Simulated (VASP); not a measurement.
Write the native input for VASP 6.6.1 that does the following.

```
Task                   : single point
Functional             : PBE
Dispersion             : D3(BJ)
Potentials or basis    : VASP PAW PBE potentials, release 64 (As)
Cutoff                 : 400 eV
k mesh                 : 9 × 9 × 1
Occupations            : gaussian, width 0.05 eV
Spin                   : no spin polarisation
Dipole correction      : yes
Further INCAR settings : ALGO = Normal; EDIFF = 1e-06; NBANDS = 12; NELMDL = -8
```

The structure of As lies in POSCAR:

```
As
1.0
    3.5713387681      0.0000000000      0.0000000000
   -1.7856693841      3.0928700987      0.0000000000
    0.0000000000      0.0000000000     18.3976402524
As
2
Direct
    0.3333333333      0.6666666667      0.2933876398
    0.6666666667      0.3333333333      0.2174191877
```

The input as run:

INCAR

```
SYSTEM = As
PREC     = Accurate       ! precision mode
ENCUT    = 400            ! plane-wave cutoff, eV
EDIFF    = 1E-6           ! SCF threshold, eV
ISMEAR   = 0              ! smearing method
SIGMA    = 0.05           ! smearing width, eV
LREAL    = .False.        ! projectors in reciprocal space
LASPH    = .True.         ! aspherical terms in the spheres
NELM     = 120            ! most SCF steps
ALGO     = Normal         ! electronic algorithm
ISIF     = 2              ! what is computed and relaxed
LWAVE    = .False.        ! write WAVECAR
LCHARG   = .True.         ! write CHGCAR
LDIPOL   = .True.       
IDIPOL   = 3            
DIPOL    = 0.5 0.5 0.255
GGA      = PE             ! functional
IVDW     = 12             ! dispersion correction
LELF     = .True.         ! ELF
LVHAR    = .True.       
LVACPOTAV= .True.       
NBANDS   = 12             ! bands
GGA_COMPAT= .False.      
NELMDL   = -8
```

KPOINTS

```
Automatic mesh
0
Gamma
  9 9 1
  0 0 0
```

Potentials or basis: VASP PAW PBE potentials, release 64 (As).

Run with:

```console
$ cat potpaw_PBE.64/As/POTCAR > POTCAR
$ mpirun -np 1 vasp_std > vasp.out
```

It gave:

```json
{"Largest force": "0.092 eV/Å", "Band gap on the k mesh": "1.55 eV (least direct gap 2.03 eV)", "Dispersion energy per atom": "-0.212 eV"}
```

Run time: 33 s on 1 thread of Intel(R) Xeon(R) 6975P-C (Granite Rapids), with other jobs on the host, peak memory 0.23 GiB.
